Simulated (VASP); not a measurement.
Here is a VASP 6.6.1 calculation.

INCAR

```
SYSTEM = MgO
ALGO = Normal
EDIFF = 1E-7
ENCUT = 520
GGA = PS
ISIF = 2
ISMEAR = 0
ISYM = 0
LASPH = .TRUE.
LCHARG = .FALSE.
LREAL = .FALSE.
LWAVE = .FALSE.
NBANDS = 26
NELM = 100
PREC = Accurate
SIGMA = 0.05
```

KPOINTS

```
k-points
0
G
  8 8 8
  0 0 0
```

File POSCAR:

```
MgO
1.0
    3.4947663887      0.0000000000      0.0000000000
    1.7473831944     -3.0265564729     -4.1947132255
    1.7473831943      3.0265564729     -4.1947132255
Mg O
4 4
Direct
    0.8750000000      0.4583333333      0.7916666667
    0.3750000000      0.9583333333      0.2916666667
    0.1250000000      0.5416666667      0.2083333333
    0.6250000000      0.0416666667      0.7083333333
    0.6250000000      0.7083333333      0.0416666667
    0.1250000000      0.2083333333      0.5416666667
    0.3750000000      0.2916666667      0.9583333333
    0.8750000000      0.7916666667      0.4583333333
```

Potentials or basis: VASP PAW PBE potentials, release 64 (Mg, O).

Run with:

```sh
$ cat potpaw_PBE.64/Mg/POTCAR potpaw_PBE.64/O/POTCAR > POTCAR
$ mpirun -np 1 vasp_std > vasp.out
```

(1) What does it give for the pressure?

(2) Predict the band gap on the k mesh.

Results:

(1) -0.4 GPa.

(2) 3.27 eV.

Caveat: the PAW data sets were made with another functional, which shifts forces and pressure a little.
